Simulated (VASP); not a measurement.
# Cd3HgSe4 (P-4m2) in VASP: single point with PBE

Aim: the single point of Cd3HgSe4 with PBE.

Program: VASP 6.6.1. These are calculated values, not measurements. Logs are shortened: lines on timing, memory, paths and dates and some standing lists are left out, and cuts for length are marked.

### 1 The cell of the first run

The structure is tetragonal, space group P-4m2 (No. 115). The conventional cell has a = 4.398 Å, b = 4.398 Å, c = 12.393 Å, α = 90.00°, β = 90.00°, γ = 90.00°. Cd (site symmetry 2mm) has 4 Se at 2.68 Å within 3.5 Å. Within 3.5 Å of Cd (site symmetry -4m2) lie 4 Se at 2.68 Å. Within 3.6 Å of Hg (site symmetry -4m2) lie 4 Se at 2.71 Å. Se (site symmetry 2mm) has 4 Cd at 2.68 Å within 3.5 Å. Within 3.5 Å of Se (site symmetry 2mm) lie 2 Cd at 2.68 Å and 2 Hg at 2.71 Å.

### 2 Single point, PBE

INCAR reads:

```
SYSTEM = Cd3HgSe4
  PREC = Accurate
  ENCUT = 520
  EDIFF = 1E-6
  ISMEAR = 0
  SIGMA = 0.01
  LREAL = .False.
  LASPH = .True.
  NELM = 80
  ALGO = Normal
  ISIF = 2
  LWAVE = .False.
  LCHARG = .True.
  GGA = PE
  LELF = .True.
  LVHAR = .True.
  NBANDS = 46
```

KPOINTS reads:

```
regular mesh
0
Gamma
  8 8 4
  0 0 0
```

POSCAR reads:

```
Cd3HgSe4
1.0
    4.3977402566      0.0000000000      0.0000000000
    0.0000000000      4.3977402566      0.0000000000
    0.0000000000      0.0000000000     12.3927201149
Cd Hg Se
3 1 4
Direct
    0.0000000000      0.0000000000      0.7513857934
    0.5000000000      0.5000000000      0.0000000000
    0.0000000000      0.0000000000      0.2486142066
    0.5000000000      0.5000000000      0.5000000000
    0.5000000000      0.0000000000      0.8756999383
    0.0000000000      0.5000000000      0.1243000617
    0.5000000000      0.0000000000      0.3726469986
    0.0000000000      0.5000000000      0.6273530014
```

Potentials or basis: VASP PAW PBE potentials, release 64 (Cd, Hg, Se).

On the command line:

```console
> cat potpaw_PBE.64/Cd/POTCAR potpaw_PBE.64/Hg/POTCAR potpaw_PBE.64/Se/POTCAR > POTCAR
> mpirun -np 1 vasp_std > vasp.out
```

OUTCAR:

```text
SYSTEM = Cd3HgSe4
   PREC = Accurate
   ENCUT = 520
   EDIFF = 1E-6
   ISMEAR = 0
   LREAL = .False.
   LASPH = .True.
   NELM = 80
   ISIF = 2
   GGA = PE

 ion  position               nearest neighbor table
   1  0.000  0.000  0.751-   8 2.68   8 2.68   5 2.68   5 2.68
   2  0.500  0.500  0.000-   5 2.68   6 2.68   5 2.68   6 2.68
   3  0.000  0.000  0.249-   7 2.68   7 2.68   6 2.68   6 2.68
   4  0.500  0.500  0.500-   7 2.71   8 2.71   7 2.71   8 2.71
   5  0.500  0.000  0.876-   2 2.68   2 2.68   1 2.68   1 2.68
   6  0.000  0.500  0.124-   2 2.68   2 2.68   3 2.68   3 2.68
   7  0.500  0.000  0.373-   3 2.68   3 2.68   4 2.71   4 2.71
   8  0.000  0.500  0.627-   1 2.68   1 2.68   4 2.71   4 2.71

  LATTYP: Found a simple tetragonal cell.
 ALAT       =     4.3977402566
 C/A-ratio  =     2.8179745487

  Lattice vectors:

 A1 = (   4.3977402566,   0.0000000000,   0.0000000000)
 A2 = (   0.0000000000,   4.3977402566,   0.0000000000)
 A3 = (   0.0000000000,   0.0000000000,  12.3927201149)

Analysis of symmetry for initial positions (statically):
=====================================================================
 Subroutine PRICEL returns:
 Original cell was already a primitive cell.

 Routine SETGRP: Setting up the symmetry group for a
 simple tetragonal supercell.

 Subroutine GETGRP returns: Found  8 space group operations
 (whereof  8 operations were pure point group operations)
 out of a pool of 16 trial point group operations.

The static configuration has the point symmetry D_2d.

Analysis of symmetry for dynamics (positions and initial velocities):
=====================================================================
 Subroutine PRICEL returns:
 Original cell was already a primitive cell.

 Routine SETGRP: Setting up the symmetry group for a
 simple tetragonal supercell.

 Subroutine GETGRP returns: Found  8 space group operations
 (whereof  8 operations were pure point group operations)
 out of a pool of 16 trial point group operations.

The dynamic configuration has the point symmetry D_2d.

 Subroutine INISYM returns: Found  8 space group operations
 (whereof  8 operations are pure point group operations),
 and found     1 'primitive' translations

----------------------------------------------------------------------------------------

                                     Primitive cell

  volume of cell :     239.6767

  direct lattice vectors                    reciprocal lattice vectors
     4.397740257  0.000000000  0.000000000     0.227389510  0.000000000  0.000000000
     0.000000000  4.397740257  0.000000000     0.000000000  0.227389510  0.000000000
     0.000000000  0.000000000 12.392720115     0.000000000  0.000000000  0.080692535

  length of vectors
     4.397740257  4.397740257 12.392720115     0.227389510  0.227389510  0.080692535

  position of ions in fractional coordinates (direct lattice)
     0.000000000  0.000000000  0.751385793
     0.500000000  0.500000000  0.000000000
     0.000000000  0.000000000  0.248614207
     0.500000000  0.500000000  0.500000000
     0.500000000  0.000000000  0.875699938
     0.000000000  0.500000000  0.124300062
     0.500000000  0.000000000  0.372646999
     0.000000000  0.500000000  0.627353001

  ion indices of the primitive-cell ions
   primitive index   ion index
                 1           1
                 2           2
                 3           3
                 4           4
                 5           5
                 6           6
                 7           7
                 8           8

----------------------------------------------------------------------------------------

 KPOINTS: regular mesh

Automatic generation of k-mesh.
 Grid dimensions read from file:
 generate k-points for:    8    8    4

 Generating k-lattice:

  Cartesian coordinates                     Fractional coordinates (reciprocal lattice)
     0.028423689  0.000000000  0.000000000     0.125000000  0.000000000  0.000000000
     0.000000000  0.028423689  0.000000000     0.000000000  0.125000000  0.000000000
     0.000000000  0.000000000  0.020173134     0.000000000  0.000000000  0.250000000

  Length of vectors
     0.028423689  0.028423689  0.020173134

  Shift w.r.t. Gamma in fractional coordinates (k-lattice)
     0.000000000  0.000000000  0.000000000

 Subroutine IBZKPT returns following result:
 ===========================================

 Found     45 irreducible k-points:

 Following reciprocal coordinates:
            Coordinates               Weight
  0.000000  0.000000  0.000000      1.000000
  0.125000  0.000000  0.000000      4.000000
  0.250000  0.000000  0.000000      4.000000
  0.375000  0.000000  0.000000      4.000000
  0.500000  0.000000  0.000000      2.000000
  0.125000  0.125000  0.000000      4.000000
[... 16 lines left out ...]
  0.375000  0.125000  0.250000     16.000000
  0.500000  0.125000  0.250000      8.000000
 [... further k-points ...]
   k-points           NKPTS =     45   k-points in BZ     NKDIM =     45   number of bands    NBANDS=     46
   number of dos      NEDOS =    301   number of ions     NIONS =      8
   total plane-waves  NPLWV = 124416
   dimension x,y,z NGX =    36 NGY =   36 NGZ =   96
   dimension x,y,z NGXF=    72 NGYF=   72 NGZF=  192
   ions per type =               3   1   4
   NGX,Y,Z   is equivalent  to a cutoff of  13.61, 13.61, 12.88 a.u.
   NGXF,Y,Z  is equivalent  to a cutoff of  27.22, 27.22, 25.76 a.u.
 SYSTEM =  Cd3HgSe4
   PREC   = accura    normal or accurate (medium, high low for compatibility)
   ISTART =      0    job   : 0-new  1-cont  2-samecut
   ICHARG =      2    charge: 1-file 2-atom 10-const
   ISPIN  =      1    spin polarized calculation?
   LNONCOLLINEAR =      F non collinear calculations
   LSORBIT =      F    spin-orbit coupling
   LASPH  =      T    aspherical Exc in radial PAW
   ENCUT  =  520.0 eV  38.22 Ry    6.18 a.u.   8.18  8.18 23.04*2*pi/ulx,y,z
   NELM   =     80;   NELMIN=  2; NELMDL= -5     # of ELM steps
   EDIFF  = 0.1E-05   stopping-criterion for ELM
   LREAL  =      F    real-space projection
   EDIFFG = 0.1E-04   stopping-criterion for IOM
   NSW    =      0    number of steps for IOM
   IBRION =     -1    ionic relax: 0-MD 1-quasi-New 2-CG
   NFREE  =      0    steps in history (QN), initial steepest desc. (CG)
   ISIF   =      2    stress and relaxation
   ISYM   =      2    0-nonsym 1-usesym 2-fastsym
   POTIM  = 0.5000    time-step for ionic-motion
   TEBEG  =    0.0;   TEEND  =   0.0 temperature during run
   PSTRESS=    0.0 pullay stress
   NELECT =      72.0000    total number of electrons
   NUPDOWN=      -1.0000    fix difference up-down
   EMIN   =  10.00;   EMAX   =-10.00  energy-range for DOS
   EFERMI =   0.00;   METHOD = LEGACY
   ISMEAR =     0;   SIGMA  =   0.01  broadening in eV -4-tet -1-fermi 0-gaus
   EFERMI_NEDOS =   21; number of points for ismear=-14 and -15
   IALGO  =     38    algorithm
   IMIX   =      4    mixing-type and parameters
     AMIX     =   0.40;   BMIX     =  1.00
     AMIX_MAG =   1.60;   BMIX_MAG =  1.00
  volume/ion in A,a.u.               =      29.96       202.18
  Fermi-wavevector in a.u.,A,eV,Ry     =   1.096420  2.071934 16.356073  1.202137
  Thomas-Fermi vector in A             =   2.232762
   LORBIT       =      0    0 simple, 1 ext, 2 COOP (PROOUT), +10 PAW based schemes
   GGA     = PE    functional components
   LHFCALC =     F    Hartree Fock is set to
   AEXX    =    0.0000 exact exchange contribution
   IVDW    =     0    specifies the selected vdW correction
   LEPSILON=     F    determine dielectric tensor
   LRPA    =     F    only Hartree local field effects (RPA)
 non-spin polarized calculation
 Gauss-broadening in eV      SIGMA  =   0.01
  energy-cutoff  :      520.00
  volume of cell :      239.68
 maximum number of plane-waves:      6504
 NGX is ok and might be reduce to    36
   NGX = 17   NGY = 17   NGZ = 47

 number of electron      71.9999998 magnetization

 Free energy of the ion-electron system (eV)
  ---------------------------------------------------
  ext. energy  EPLUGINS =         0.00000000
  ---------------------------------------------------
  free energy    TOTEN  =       -20.56781959 eV

  energy without entropy =      -20.56781959  energy(sigma->0) =      -20.56781959

 E-fermi :   0.6911     XC(G=0):  -8.6396

 val. band max:        0.6490651164   @ k =   0.0000   0.0000   0.0000
 cond. band min:       0.7316422370   @ k =   0.0000   0.0000   0.0000
 fundamental gap:      0.0825771206
 Fermi energy:         0.6910727364

 k-point     1 :       0.0000    0.0000    0.0000
  band No.  band energies     occupation
      1     -11.8311      2.00000
      2     -11.5941      2.00000
      3     -11.5843      2.00000
      4     -11.3625      2.00000
      5      -7.2072      2.00000
      6      -7.2072      2.00000
[... 38 lines left out ...]
     45       6.4723      0.00000
     46       6.4723      0.00000

 k-point     2 :       0.1250    0.0000    0.0000
  band No.  band energies     occupation
      1     -11.7979      2.00000
      2     -11.5764      2.00000
      3     -11.5684      2.00000
      4     -11.3632      2.00000
      5      -7.2014      2.00000
      6      -7.1902      2.00000
[... 38 lines left out ...]
     45       6.5607      0.00000
     46       6.6906      0.00000

 k-point     3 :       0.2500    0.0000    0.0000
  band No.  band energies     occupation
      1     -11.7104      2.00000
      2     -11.5350      2.00000
      3     -11.5283      2.00000
      4     -11.3714      2.00000
      5      -7.1854      2.00000
      6      -7.1671      2.00000
[... 38 lines left out ...]
     45       6.8037      0.00000
     46       7.0348      0.00000

 k-point     4 :       0.3750    0.0000    0.0000
  band No.  band energies     occupation
      1     -11.6007      2.00000
      2     -11.4989      2.00000
      3     -11.4822      2.00000
      4     -11.3999      2.00000
      5      -7.1633      2.00000
      6      -7.1519      2.00000
[... 920 lines left out ...]
     45       6.8540      0.00000
     46       6.9599      0.00000

 k-point    23 :       0.3750    0.1250    0.2500
  band No.  band energies     occupation
      1     -11.5741      2.00000
      2     -11.5014      2.00000
      3     -11.4478      2.00000
      4     -11.3941      2.00000
      5      -7.1501      2.00000
      6      -7.1360      2.00000
[... 38 lines left out ...]
     45       6.9702      0.00000
     46       7.1229      0.00000

 k-point    24 :       0.5000    0.1250    0.2500
  band No.  band energies     occupation
      1     -11.5089      2.00000
      2     -11.4798      2.00000
      3     -11.4305      2.00000
      4     -11.4303      2.00000
      5      -7.1360      2.00000
      6      -7.1316      2.00000
[... 38 lines left out ...]
     45       6.8719      0.00000
     46       6.8762      0.00000

 [... further k-points ...]
[... 5 lines left out ...]
  --------------------------------------------------------------------------------------
  -------------------------------------------------------------------------------------
  Total        0.3408877      0.3408877      0.3875501      0.0000000      0.0000000      0.0000000
  in kB        2.2787471      2.2787471      2.5906734      0.0000000      0.0000000      0.0000000
  external PRESSURE =       2.3827226 kB  Pullay stress =       0.0000000 kB

 VOLUME and BASIS-vectors are now :
 -----------------------------------------------------------------------------
  energy-cutoff  :      520.00
  volume of cell :      239.68
      direct lattice vectors                 reciprocal lattice vectors
     4.397740257  0.000000000  0.000000000     0.227389510  0.000000000  0.000000000
     0.000000000  4.397740257  0.000000000     0.000000000  0.227389510  0.000000000
     0.000000000  0.000000000 12.392720115     0.000000000  0.000000000  0.080692535

 POSITION                                       TOTAL-FORCE (eV/Angst)
 -----------------------------------------------------------------------------------
      0.00000      0.00000      9.31171        -0.000000     -0.000000     -0.000837
      2.19887      2.19887      0.00000         0.000000     -0.000000      0.000000
      0.00000      0.00000      3.08101        -0.000000     -0.000000      0.000837
      2.19887      2.19887      6.19636        -0.000000      0.000000      0.000000
      2.19887      0.00000     10.85230        -0.000000     -0.000000      0.000318
      0.00000      2.19887      1.54042        -0.000000      0.000000     -0.000318
      2.19887      0.00000      4.61811        -0.000000     -0.000000      0.001251
      0.00000      2.19887      7.77461        -0.000000      0.000000     -0.001251
 -----------------------------------------------------------------------------------
    total drift:                                0.000000      0.000000      0.000000

  FREE ENERGIE OF THE ION-ELECTRON SYSTEM (eV)
  ---------------------------------------------------
  free  energy   TOTEN  =       -20.5678195863 eV

  energy  without entropy=      -20.5678195863  energy(sigma->0) =      -20.56781959
```

Run time: 8.4 min. Hardware: 1 thread of AMD EPYC 7R43 (Zen 3), shared host; peak memory 0.59 GiB.

Results:

- Free energy: -20.5678 eV
- Pressure: 0.2 GPa
- Band gap on the k mesh: 0.08 eV

Caveat: spin-orbit coupling is left out, which moves the levels of the heavy elements.
